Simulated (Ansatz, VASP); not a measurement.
# CaO in VASP and in Ansatz

```
Ca O
1.0
     0.00000    2.35574    2.35574
     2.35574    0.00000    2.35574
     2.35574    2.35574    0.00000
Ca O
1 1
Direct
  0.00000 0.00000 0.00000
  0.50000 0.50000 0.50000
```

Alike in both runs: functional LDA; k mesh 8 × 8 × 8; occupations gaussian, width 0.1 eV; no spin polarisation.

Ansatz relaxed the structure, and its values are those at the end. VASP's run is a single point on that final structure, the one shown.

```csv
,VASP,Ansatz
version,VASP 6.6.1,Ansatz 0.2.0
potentials or method,"VASP PAW LDA potentials, release 64 (Ca_sv, O_h), cutoff 1340 eV","scalar-relativistic, plane waves, PAW"
valence electrons in the cell,16,16
```

|  | VASP | Ansatz | Ansatz less VASP |
| --- | --- | --- | --- |
| gap on the k mesh at the Fermi level (eV) | 3.42 | 3.45 | +0.026 |
| least direct gap on the mesh (eV) | 3.78 | 3.81 | +0.027 |
| pressure (GPa) | 0.6 | -0.3 | -0.94 |

Ansatz warns that its potentials were made for another functional, while VASP's fit it. LDA's correlation is that of Perdew and Zunger in VASP and of Perdew and Wang (1992) in Ansatz.
